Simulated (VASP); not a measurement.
# PbS (x) (Fm-3m) in VASP: single point with PBEsol

Aim: the single point of PbS (x) with PBEsol.

All numbers are computed with VASP 6.6.1; they aren't measurements. Logs are shortened: lines on timing, memory, paths and dates and some standing lists are left out, and cuts for length are marked.

## 1. The cell of the first run

Symmetry: Fm-3m, No. 225, cubic system. The conventional cell has a = 5.936 Å, b = 5.936 Å, c = 5.936 Å, α = 90.00°, β = 90.00°, γ = 90.00°. Pb (site symmetry m-3m) has 6 S at 2.97 Å within 3.9 Å. Within 3.9 Å of S (site symmetry m-3m) lie 6 Pb at 2.97 Å.

## 2. Single point, PBEsol

Input file INCAR:

```
SYSTEM = PbS
PREC = Accurate
ENCUT = 520
EDIFF = 1E-7
ISMEAR = 0
SIGMA = 0.01
LREAL = .FALSE.
LASPH = .TRUE.
NELM = 80
ALGO = Normal
ISIF = 2
LWAVE = .FALSE.
LCHARG = .FALSE.
GGA = PS
NBANDS = 17
```

Input file KPOINTS:

```
Automatic mesh
0
G
  10 10 10
  0 0 0
```

Input file POSCAR:

```
PbS
1.0
    0.0000000000      2.9680000000      2.9680000000
    2.9680000000      0.0000000000      2.9680000000
    2.9680000000      2.9680000000      0.0000000000
Pb S
1 1
Direct
    0.0000000000      0.0000000000      0.0000000000
    0.5000000000      0.5000000000      0.5000000000
```

Potentials or basis: VASP PAW PBE potentials, release 64 (Pb_d, S).

Launch:

```console
$ cat potpaw_PBE.64/Pb_d/POTCAR potpaw_PBE.64/S/POTCAR > POTCAR
$ mpirun -np 1 vasp_std > vasp.out
```

OUTCAR:

```text
SYSTEM = PbS
   PREC = Accurate
   ENCUT = 520
   EDIFF = 1E-7
   ISMEAR = 0
   LREAL = .FALSE.
   LASPH = .TRUE.
   NELM = 80
   ISIF = 2
   GGA = PS

 ion  position               nearest neighbor table
   1  0.000  0.000  0.000-   2 2.97   2 2.97   2 2.97   2 2.97   2 2.97   2 2.97
   2  0.500  0.500  0.500-   1 2.97   1 2.97   1 2.97   1 2.97   1 2.97   1 2.97

  LATTYP: Found a face centered cubic cell.
 ALAT       =     5.9360000000

  Lattice vectors:

 A1 = (   0.0000000000,   2.9680000000,   2.9680000000)
 A2 = (   2.9680000000,   0.0000000000,   2.9680000000)
 A3 = (   2.9680000000,   2.9680000000,   0.0000000000)

Analysis of symmetry for initial positions (statically):
=====================================================================
 Subroutine PRICEL returns:
 Original cell was already a primitive cell.

 Routine SETGRP: Setting up the symmetry group for a
 face centered cubic supercell.

 Subroutine GETGRP returns: Found 48 space group operations
 (whereof 48 operations were pure point group operations)
 out of a pool of 48 trial point group operations.

The static configuration has the point symmetry O_h .

Analysis of symmetry for dynamics (positions and initial velocities):
=====================================================================
 Subroutine PRICEL returns:
 Original cell was already a primitive cell.

 Routine SETGRP: Setting up the symmetry group for a
 face centered cubic supercell.

 Subroutine GETGRP returns: Found 48 space group operations
 (whereof 48 operations were pure point group operations)
 out of a pool of 48 trial point group operations.

The dynamic configuration has the point symmetry O_h .

 Subroutine INISYM returns: Found 48 space group operations
 (whereof 48 operations are pure point group operations),
 and found     1 'primitive' translations

----------------------------------------------------------------------------------------

                                     Primitive cell

  volume of cell :      52.2904

  direct lattice vectors                    reciprocal lattice vectors
     0.000000000  2.968000000  2.968000000    -0.168463612  0.168463612  0.168463612
     2.968000000  0.000000000  2.968000000     0.168463612 -0.168463612  0.168463612
     2.968000000  2.968000000  0.000000000     0.168463612  0.168463612 -0.168463612

  length of vectors
     4.197385853  4.197385853  4.197385853     0.291787535  0.291787535  0.291787535

  position of ions in fractional coordinates (direct lattice)
     0.000000000  0.000000000  0.000000000
     0.500000000  0.500000000  0.500000000

  ion indices of the primitive-cell ions
   primitive index   ion index
                 1           1
                 2           2

----------------------------------------------------------------------------------------

 KPOINTS: Automatic mesh

Automatic generation of k-mesh.
 Grid dimensions read from file:
 generate k-points for:   10   10   10

 Generating k-lattice:

  Cartesian coordinates                     Fractional coordinates (reciprocal lattice)
    -0.016846361  0.016846361  0.016846361     0.100000000  0.000000000  0.000000000
     0.016846361 -0.016846361  0.016846361     0.000000000  0.100000000  0.000000000
     0.016846361  0.016846361 -0.016846361     0.000000000  0.000000000  0.100000000

  Length of vectors
     0.029178753  0.029178753  0.029178753

  Shift w.r.t. Gamma in fractional coordinates (k-lattice)
     0.000000000  0.000000000  0.000000000

 Subroutine IBZKPT returns following result:
 ===========================================

 Found     47 irreducible k-points:

 Following reciprocal coordinates:
            Coordinates               Weight
  0.000000  0.000000  0.000000      1.000000
  0.100000  0.000000  0.000000      8.000000
  0.200000  0.000000  0.000000      8.000000
  0.300000  0.000000  0.000000      8.000000
  0.400000  0.000000  0.000000      8.000000
  0.500000  0.000000  0.000000      4.000000
[... 16 lines left out ...]
  0.300000  0.300000  0.000000      6.000000
  0.400000  0.300000  0.000000     24.000000
 [... further k-points ...]
   k-points           NKPTS =     47   k-points in BZ     NKDIM =     47   number of bands    NBANDS=     17
   number of dos      NEDOS =    301   number of ions     NIONS =      2
   total plane-waves  NPLWV =  32768
   dimension x,y,z NGX =    32 NGY =   32 NGZ =   32
   dimension x,y,z NGXF=    64 NGYF=   64 NGZF=   64
   ions per type =               1   1
   NGX,Y,Z   is equivalent  to a cutoff of  12.67, 12.67, 12.67 a.u.
   NGXF,Y,Z  is equivalent  to a cutoff of  25.35, 25.35, 25.35 a.u.
 SYSTEM =  PbS
   PREC   = accura    normal or accurate (medium, high low for compatibility)
   ISTART =      0    job   : 0-new  1-cont  2-samecut
   ICHARG =      2    charge: 1-file 2-atom 10-const
   ISPIN  =      1    spin polarized calculation?
   LNONCOLLINEAR =      F non collinear calculations
   LSORBIT =      F    spin-orbit coupling
   LASPH  =      T    aspherical Exc in radial PAW
   ENCUT  =  520.0 eV  38.22 Ry    6.18 a.u.   7.80  7.80  7.80*2*pi/ulx,y,z
   NELM   =     80;   NELMIN=  2; NELMDL= -5     # of ELM steps
   EDIFF  = 0.1E-06   stopping-criterion for ELM
   LREAL  =      F    real-space projection
   EDIFFG = 0.1E-05   stopping-criterion for IOM
   NSW    =      0    number of steps for IOM
   IBRION =     -1    ionic relax: 0-MD 1-quasi-New 2-CG
   NFREE  =      0    steps in history (QN), initial steepest desc. (CG)
   ISIF   =      2    stress and relaxation
   ISYM   =      2    0-nonsym 1-usesym 2-fastsym
   POTIM  = 0.5000    time-step for ionic-motion
   TEBEG  =    0.0;   TEEND  =   0.0 temperature during run
   PSTRESS=    0.0 pullay stress
   NELECT =      20.0000    total number of electrons
   NUPDOWN=      -1.0000    fix difference up-down
   EMIN   =  10.00;   EMAX   =-10.00  energy-range for DOS
   EFERMI =   0.00;   METHOD = LEGACY
   ISMEAR =     0;   SIGMA  =   0.01  broadening in eV -4-tet -1-fermi 0-gaus
   EFERMI_NEDOS =   21; number of points for ismear=-14 and -15
   IALGO  =     38    algorithm
   IMIX   =      4    mixing-type and parameters
     AMIX     =   0.40;   BMIX     =  1.00
     AMIX_MAG =   1.60;   BMIX_MAG =  1.00
  volume/ion in A,a.u.               =      26.15       176.44
  Fermi-wavevector in a.u.,A,eV,Ry     =   1.188350  2.245655 19.213808  1.412175
  Thomas-Fermi vector in A             =   2.324481
   LORBIT       =      0    0 simple, 1 ext, 2 COOP (PROOUT), +10 PAW based schemes
   GGA     = PS    functional components
   LHFCALC =     F    Hartree Fock is set to
   AEXX    =    0.0000 exact exchange contribution
   IVDW    =     0    specifies the selected vdW correction
   LEPSILON=     F    determine dielectric tensor
   LRPA    =     F    only Hartree local field effects (RPA)
 non-spin polarized calculation
 Gauss-broadening in eV      SIGMA  =   0.01
  energy-cutoff  :      520.00
  volume of cell :       52.29
 maximum number of plane-waves:      1423
   NGX = 15   NGY = 15   NGZ = 15

 number of electron      19.9999998 magnetization

 Free energy of the ion-electron system (eV)
  ---------------------------------------------------
  ext. energy  EPLUGINS =         0.00000000
  ---------------------------------------------------
  free energy    TOTEN  =        -9.45437154 eV

  energy without entropy =       -9.45437154  energy(sigma->0) =       -9.45437154

 E-fermi :   5.8019     XC(G=0):  -9.8765

 val. band max:        5.6558348280   @ k =   0.5000   0.0000   0.0000
 cond. band min:       5.9184962990   @ k =   0.5000   0.0000   0.0000
 fundamental gap:      0.2626614710
 Fermi energy:         5.8018811548

 k-point     1 :       0.0000    0.0000    0.0000
  band No.  band energies     occupation
      1     -11.0810      2.00000
      2     -11.0810      2.00000
      3     -11.0810      2.00000
      4     -11.0675      2.00000
      5     -11.0675      2.00000
      6      -7.9240      2.00000
[... 9 lines left out ...]
     16      12.3082      0.00000
     17      14.1093      0.00000

 k-point     2 :       0.1000    0.0000    0.0000
  band No.  band energies     occupation
      1     -11.0805      2.00000
      2     -11.0788      2.00000
      3     -11.0788      2.00000
      4     -11.0683      2.00000
      5     -11.0683      2.00000
      6      -7.8374      2.00000
[... 9 lines left out ...]
     16      12.5629      0.00000
     17      14.9769      0.00000

 k-point     3 :       0.2000    0.0000    0.0000
  band No.  band energies     occupation
      1     -11.0820      2.00000
      2     -11.0820      2.00000
      3     -11.0794      2.00000
      4     -11.0611      2.00000
      5     -11.0611      2.00000
      6      -7.5887      2.00000
[... 9 lines left out ...]
     16      13.1438      0.00000
     17      16.5477      0.00000

 k-point     4 :       0.3000    0.0000    0.0000
  band No.  band energies     occupation
      1     -11.0907      2.00000
      2     -11.0907      2.00000
      3     -11.0786      2.00000
      4     -11.0476      2.00000
      5     -11.0476      2.00000
      6      -7.2204      2.00000
[... 9 lines left out ...]
     16      13.9987      0.00000
     17      17.8748      0.00000
[... 343 lines left out ...]
      1     -11.0978      2.00000
      2     -11.0854      2.00000
      3     -11.0744      2.00000
      4     -11.0581      2.00000
      5     -11.0466      2.00000
      6      -7.0864      2.00000
[... 9 lines left out ...]
     16      15.4422      0.00000
     17      15.8848      0.00000

 k-point    23 :       0.3000    0.3000    0.0000
  band No.  band energies     occupation
      1     -11.1538      2.00000
      2     -11.0981      2.00000
      3     -11.0503      2.00000
      4     -11.0410      2.00000
      5     -11.0410      2.00000
      6      -6.9531      2.00000
[... 9 lines left out ...]
     16      16.1282      0.00000
     17      16.4958      0.00000

 k-point    24 :       0.4000    0.3000    0.0000
  band No.  band energies     occupation
      1     -11.1746      2.00000
      2     -11.0981      2.00000
      3     -11.0528      2.00000
      4     -11.0345      2.00000
      5     -11.0300      2.00000
      6      -6.6558      2.00000
[... 9 lines left out ...]
     16      16.5897      0.00000
     17      17.2640      0.00000

 [... further k-points ...]

------------------------ aborting loop because EDIFF is reached ----------------------------------------

  FORCE on cell =-STRESS in cart. coord.  units (eV):
  Direction    XX          YY          ZZ          XY          YZ          ZX
  --------------------------------------------------------------------------------------
  -------------------------------------------------------------------------------------
  Total       -0.3293458     -0.3293458     -0.3293458     -0.0000000      0.0000000     -0.0000000
  in kB      -10.0911597    -10.0911597    -10.0911597     -0.0000000      0.0000000     -0.0000000
  external PRESSURE =     -10.0911597 kB  Pullay stress =       0.0000000 kB

 VOLUME and BASIS-vectors are now :
 -----------------------------------------------------------------------------
  energy-cutoff  :      520.00
  volume of cell :       52.29
      direct lattice vectors                 reciprocal lattice vectors
     0.000000000  2.968000000  2.968000000    -0.168463612  0.168463612  0.168463612
     2.968000000  0.000000000  2.968000000     0.168463612 -0.168463612  0.168463612
     2.968000000  2.968000000  0.000000000     0.168463612  0.168463612 -0.168463612

 POSITION                                       TOTAL-FORCE (eV/Angst)
 -----------------------------------------------------------------------------------
      0.00000      0.00000      0.00000         0.000000      0.000000     -0.000000
      2.96800      2.96800      2.96800        -0.000000     -0.000000      0.000000
 -----------------------------------------------------------------------------------
    total drift:                                0.000000     -0.000000     -0.000000

  FREE ENERGIE OF THE ION-ELECTRON SYSTEM (eV)
  ---------------------------------------------------
  free  energy   TOTEN  =        -9.4543715441 eV

  energy  without entropy=       -9.4543715441  energy(sigma->0) =       -9.45437154
```

It took 29 s on 1 thread of Intel Xeon 6975P-C, shared host; peak memory 0.2 GiB.

Results:

| Item | Value |
| --- | --- |
| Free energy | -9.4544 eV |
| Pressure | -1.0 GPa |
| Band gap on the k mesh | 0.26 eV, direct |

Caveat: the PAW data sets were made with another functional, which shifts forces and pressure a little; spin-orbit coupling is left out, which moves the levels of the heavy elements. A k mesh can miss the band edges.
